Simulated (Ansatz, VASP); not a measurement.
## CsPbCl3: VASP beside Ansatz

```
Cs Pb Cl
1.0
     5.60500    0.00000    0.00000
     0.00000    5.60500    0.00000
     0.00000    0.00000    5.46488
Cs Pb Cl
1 1 3
Direct
  0.00000 0.00000 0.00000
  0.50000 0.50000 0.50000
  0.00000 0.50000 0.50000
  0.50000 0.00000 0.50000
  0.50000 0.50000 0.00000
```

Change from the starting cell: strain +0.000 along x and y, -0.025 along z, atoms carried along.

Alike in both runs: task single point; functional PBEsol; k mesh 6 × 6 × 6; occupations gaussian, width 0.05 eV; no spin polarisation.

|  | VASP | Ansatz |
| --- | --- | --- |
| version | VASP 6.6.1 | Ansatz 0.2.0 |
| potentials or method | VASP PAW PBE potentials, release 64 (Cs_sv, Pb_d, Cl), cutoff 520 eV | scalar-relativistic, plane waves, PAW |
| valence electrons in the cell | 44 | 44 |

|  | VASP | Ansatz | Ansatz less VASP |
| --- | --- | --- | --- |
| gap on the k mesh at the Fermi level (eV) | 1.61 | 1.61 | -0.007 |
| least direct gap on the mesh (eV) | 1.61 | 1.61 | -0.007 |
| pressure (GPa) | 0.9 | 0.9 | +0.03 |
| traceless stress, the component that is largest in VASP (GPa) | 1.03 | 1.03 | 0.000 |

VASP's potentials were made for PBE, not for PBEsol. The functional is the same, so the differences come from potentials, cutoffs and numerics.

Neither program's run includes spin-orbit coupling.
